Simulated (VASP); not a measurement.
Input of a VASP 6.6.1 run:

INCAR

```
SYSTEM = Pd
PREC = Accurate
ENCUT = 520
EDIFF = 1E-6
ISMEAR = -1
SIGMA = 0.1
LREAL = .FALSE.
LASPH = .TRUE.
NELM = 80
ALGO = Normal
ISIF = 2
LWAVE = .FALSE.
LCHARG = .FALSE.
NBANDS = 22
```

File KPOINTS:

```
Automatic mesh
0
G
  8 8 12
  0 0 0
```

Contents of POSCAR:

```
Pd
1.0
    4.3841719083      0.0000000000      0.0000000000
   -2.1920859542      3.7968042471      0.0000000000
    0.0000000000      0.0000000000      2.6079710407
Pd
3
Direct
    0.0000000000      0.0000000000      0.0000000000
    0.3333333333      0.6666666667      0.5000000000
    0.6666666667      0.3333333333      0.5000000000
```

Potentials or basis: VASP PAW LDA potentials, release 64 (Pd).

Launch:

```sh
$ cat potpaw_LDA.64/Pd/POTCAR > POTCAR
$ mpirun -np 1 vasp_std > vasp.out
```

Q: Predict the pressure.

A: 0.1 GPa.

Q: Predict the band gap on the k mesh.

A: Zero (bands 15 and 16 overlap by 1.01 eV).
